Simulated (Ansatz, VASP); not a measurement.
## One calculation of Al, two programs

The input INCAR:

```
ALGO = Fast ; EDIFF = 1E-6
ENCUT = 520 ; GGA = PE
ISIF = 2 ; ISMEAR = 0
LASPH = True ; LCHARG = True
LELF = True ; LREAL = False
LVHAR = True ; LWAVE = False
NBANDS = 10 ; NELM = 60
PREC = Accurate ; SIGMA = 0.1
```

Contents of KPOINTS:

```
k-points
0
Gamma
  14 14 8
```

File POSCAR:

```
Al
1.0
    2.8901916174      0.0108279531      0.0004781174
   -1.4357185262      2.4915493112      0.0006377781
    0.0008273645      0.0017520660      4.9223807585
Al
2
Direct
    0.6767413754      0.3418772232      0.7470905206
    0.3232586246      0.6581227768      0.2529094794
```

Input for Ansatz:

```yaml
crystal:
  lattice:
    - [2.8901916174, 0.0108279531, 0.0004781174]
    - [-1.4357185262, 2.4915493112, 0.0006377781]
    - [0.0008273645, 0.001752066, 4.9223807585]
  atoms:
    - { symbol: Al, position: [0.6767413754, 0.3418772232, 0.7470905206] }
    - { symbol: Al, position: [0.3232586246, 0.6581227768, 0.2529094794] }
basis:
  ecutwfc: 420
kpoints:
  mp_grid: { grid: [14, 14, 8] }
hamiltonian:
  xc: pbe
scf:
  occupations: { method: gaussian, width: 0.1 }
output:
  forces: true
  stress: true
  eigenvalues: true
```

Change from the starting cell: all atoms moved at random, cell strained at random.

Alike in both runs: task single point; functional PBE; k mesh 14 × 14 × 8; occupations gaussian, width 0.1 eV; no spin polarisation.

```csv
,VASP,Ansatz
version,VASP 6.6.1,Ansatz 0.2.0
potentials or method,"VASP PAW PBE potentials, release 64 (Al), cutoff 520 eV","scalar-relativistic, plane waves, PAW"
valence electrons in the cell,6,6
```

```csv
,VASP,Ansatz,Ansatz less VASP
gap on the k mesh at the Fermi level (eV),none,none,-
pressure (GPa),-4.1,-4.1,+0.03
"traceless stress, the component that is largest in VASP (GPa)",-0.15,-0.15,0.000
rms of the force components (eV/Å),0.050,0.050,-0.0001
```

Atom by atom the forces differ by 0.000 eV/Å (rms over components). A gap of «none» marks a metal or a gap that the smearing closes.
